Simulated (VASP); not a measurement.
Write the native input for VASP 6.6.1 that does the following.

| Item | Value |
| --- | --- |
| Task | single point |
| Functional | revPBE |
| Potentials or basis | VASP PAW PBE potentials, release 64 (Ga_d) |
| Cutoff | 520 eV |
| k mesh | 13 × 13 × 13 |
| Occupations | fermi-dirac, width 0.1 eV |
| Spin | no spin polarisation |
| Dipole correction | no |
| Further INCAR settings | ALGO = Normal; EDIFF = 1e-06; NBANDS = 12 |

The structure of Ga lies in POSCAR:

```
Ga
1.0
    2.7502055349      0.0000000000      0.0000000000
    0.0000000000      2.7502055349      0.0000000000
    0.0000000000      0.0000000000      2.7502055349
Ga
1
Direct
    0.0000000000      0.0000000000      0.0000000000
```

The input as run:

INCAR

```
PREC = Accurate
ENCUT = 520
EDIFF = 1E-6
ISMEAR = -1
SIGMA = 0.1
LREAL = F
LASPH = T
NELM = 100
ALGO = Normal
ISIF = 2
LWAVE = F
LCHARG = F
GGA = RE
NBANDS = 12
```

KPOINTS

```
Automatic mesh
0
Gamma
  13 13 13
```

Potentials or basis: VASP PAW PBE potentials, release 64 (Ga_d).

Run with:

```bash
$ cat potpaw_PBE.64/Ga_d/POTCAR > POTCAR
$ mpirun -np 1 vasp_std > vasp.out
```

It gave:

```json
{
 "Pressure": "-0.1 GPa"
}
```

Caveat: the PAW data sets were made with another functional, which shifts forces and pressure a little.

Run time: 7.1 s on 1 thread of Intel(R) Xeon(R) Platinum 8488C (Sapphire Rapids) (shared host), peak memory 0.13 GiB.
